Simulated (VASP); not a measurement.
# Al2GaN3: relaxation of cell and atoms with PBEsol

Al2GaN3:

```
Al Ga N
1.0
     5.57549   -1.52414    0.00427
     5.57549    1.52414    0.00427
    -1.83661    0.00000    6.97051
Al Ga N
4 2 6
Direct
  0.94433 0.94433 0.38912
  0.88905 0.88905 0.77647
  0.22338 0.22338 0.44444
  0.55403 0.55403 0.11305
  0.27704 0.27704 0.05766
  0.60960 0.60960 0.72176
  0.14741 0.14741 0.18512
  0.48154 0.48154 0.85266
  0.81835 0.81835 0.51502
  0.76439 0.76439 0.90170
  0.09537 0.09537 0.56469
  0.43088 0.43088 0.24312
```

```
Program                : VASP 6.6.1
Task                   : relaxation of cell and atoms
Functional             : PBEsol
Potentials or basis    : VASP PAW PBE potentials, release 64 (Al, Ga_d, N)
Cutoff                 : 600 eV
k mesh                 : 8 × 8 × 4
Occupations            : gaussian, width 0.02 eV
Spin                   : no spin polarisation
Target pressure        : 20 GPa
Dipole correction      : no
Further INCAR settings : ALGO = Normal; EDIFF = 1e-06; IBRION = 2; EDIFFG = -0.008; NSW = 70; ISIF = 3
```

```json
{
  "Relaxed volume": "9.88 Å³/atom",
  "Relaxed cell": "a = 5.777 Å, b = 5.777 Å, c = 7.208 Å, α = 104.10°, β = 104.10°, γ = 30.62°",
  "Space group after relaxing (to 0.1 Å)": "Cm (No. 8)",
  "Energy change on relaxing (the run minimises the enthalpy)": "-1.1 meV/atom",
  "Ionic steps": "6",
  "Pressure after relaxing": "19.9 GPa",
  "Largest force after relaxing": "0.007 eV/Å",
  "Band gap on the k mesh": "3.95 eV"
}
```

Forces in eV/Å, atoms in the order of the input:
```
Al   0.000  0.000 -0.002
Al   0.006  0.000 -0.001
Al   0.007  0.000  0.000
Al   0.000  0.000 -0.006
Ga  -0.004  0.000  0.004
Ga  -0.005  0.000  0.004
N    0.002  0.000 -0.002
N    0.004  0.000 -0.001
N    0.000  0.000  0.000
N   -0.006  0.000  0.001
N    0.004  0.000  0.001
N   -0.007  0.000  0.002
```

Step by step:
```csv
step,energy change (eV),largest force (eV/Å),pressure (GPa),volume (Å³)
1,0.0000,0.0447,20.25,118.49
2,-0.0326,0.0360,19.55,118.75
3,-0.0180,0.0187,19.92,118.63
4,-0.0131,0.0110,19.99,118.59
5,-0.0101,0.0134,20.03,118.57
6,-0.0128,0.0070,19.95,118.59
```

Final structure:
```
Al Ga N
1.0
     5.57226   -1.52567    0.00828
     5.57226    1.52567    0.00828
    -1.83054    0.00000    6.97212
Al Ga N
4 2 6
Cartesian
  9.8135 0.0000 2.7277
  8.4883 0.0000 5.4268
  1.6785 0.0000 3.1018
  5.9679 0.0000 0.7973
  2.9821 0.0000 0.4062
  5.4727 0.0000 5.0418
  1.3019 0.0000 1.2938
  3.8044 0.0000 5.9540
  8.1770 0.0000 3.6043
  6.8672 0.0000 6.2998
  0.0292 0.0000 3.9397
  4.3547 0.0000 1.7028
```

Levels at points of the mesh, in eV from the valence-band top:
```
           k point  band 31  band 32  band 33  band 34  band 35  band 36  band 37  band 38
(0.00, 0.00, 0.00)    -0.94    -0.08     0.00     0.00     3.95     5.40     5.71     6.24
(0.50, 0.00, 0.00)    -1.66    -1.54    -1.41    -1.35     4.98     5.35     5.65     5.88
(0.50, 0.50, 0.00)    -0.91    -0.69    -0.60    -0.39     5.50     5.89     5.99     6.31
(0.00, 0.00, 0.50)    -0.57    -0.49    -0.32    -0.11     4.94     5.27     5.46     5.64
(0.50, 0.00, 0.50)    -2.01    -1.13    -0.98    -0.82     5.48     5.66     5.80     6.00
(0.50, 0.50, 0.50)    -0.79    -0.69    -0.28    -0.20     5.50     5.57     6.08     6.53
```

It took 15 min on 4 MPI ranks on Oxide Virtual Turin-like Processor (shared host), peak memory 0.63 GiB a rank.

Caveat: the cell is relaxed towards a set pressure, so the run minimises the enthalpy, not the energy; the PAW data sets were made with another functional, which shifts forces and pressure a little. A k mesh can miss the band edges.
